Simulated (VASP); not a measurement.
The system is Be.

```
Be
1.0
    14.00000    0.00000    0.00000
     0.00000   14.40000    0.00000
     0.00000    0.00000   14.80000
Be
1
Direct
  0.50000 0.50000 0.50000
```

Base run:

| Property | Result |
| --- | --- |
| Program | VASP 6.6.1 |
| Functional | r2SCAN |
| Potentials or basis | VASP PAW PBE potentials, release 64 (Be) |
| Cutoff | 520 eV |
| k mesh | 1 × 1 × 1 |
| Occupations | fermi-dirac, width 0.01 eV |
| Spin | collinear spin, zero start |
| Starting moments | [0.01] μB |

Its results: band gap on the k mesh 3.93 eV; pressure 0.0 GPa; net moment 0.00 μB per cell.

Task: The run is repeated on the same cell with these changes: functional from r2SCAN to r2SCANh. What comes out?

Result: Band gap on the k mesh 4.58 eV; pressure 0.0 GPa; net moment 0.00 μB per cell.

Caveats: the PAW data sets were made with another functional, which shifts forces and pressure a little.

A k mesh can miss the band edges.
